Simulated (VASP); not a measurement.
Set up this calculation in VASP 6.6.1, as the native input.

- Task: single point
- Functional: PBE
- Potentials or basis: VASP PAW PBE potentials, release 64 (H, Te)
- Cutoff: 520 eV
- k mesh: 4 × 8 × 2
- Occupations: gaussian, width 0.016 eV
- Spin: no spin polarisation
- Dipole correction: no
- Further INCAR settings: ALGO = Normal; EDIFF = 1e-06; NBANDS = 38

The structure of Te2H lies in POSCAR:

```
Te2H
1.0
    6.0278620000      0.0000000000      0.0000000000
    0.0000000000      3.3545690000      0.0000000000
    0.0000000000      0.0000000000     13.5007980000
H Te
4 8
Direct
    0.5414000000      0.0000000000      0.9851000000
    0.4586000000      0.5000000000      0.4851000000
    0.9005000000      0.5000000000      0.0000000000
    0.0995000000      0.0000000000      0.5000000000
    0.2941000000      0.5000000000      0.0965000000
    0.7059000000      0.0000000000      0.5965000000
    0.3559000000      0.0000000000      0.3449000000
    0.6441000000      0.5000000000      0.8449000000
    0.8517000000      0.5000000000      0.3893000000
    0.1483000000      0.0000000000      0.8893000000
    0.8002000000      0.0000000000      0.1400000000
    0.1998000000      0.5000000000      0.6400000000
```

One way to write it, as run:

INCAR

```
SYSTEM = Te2H
PREC = Accurate
ENCUT = 520
EDIFF = 1E-6
ISMEAR = 0
SIGMA = 0.016
LREAL = .FALSE.
LASPH = .TRUE.
NELM = 100
ALGO = Normal
ISIF = 2
LWAVE = .FALSE.
LCHARG = .TRUE.
GGA = PE
LELF = .TRUE.
LVHAR = .TRUE.
NBANDS = 38
```

KPOINTS

```
Automatic mesh
0
G
  4 8 2
  0 0 0
```

Potentials or basis: VASP PAW PBE potentials, release 64 (H, Te).

Command:

```bash
$ cat potpaw_PBE.64/H/POTCAR potpaw_PBE.64/Te/POTCAR > POTCAR
$ mpirun -np 1 vasp_std > vasp.out
```

It gave:

```json
{
 "Pressure": "-5.1 GPa",
 "Largest force": "0.802 eV/Å",
 "Band gap on the k mesh": "zero (bands 26 and 27 overlap by 2.68 eV)"
}
```

Caveat: the cell stands under tension; spin-orbit coupling is left out, which moves the levels of the heavy elements.

Wall time 3.3 min on 1 thread of Intel(R) Xeon(R) Platinum 8488C (Sapphire Rapids), on a shared host, peak memory 0.49 GiB.
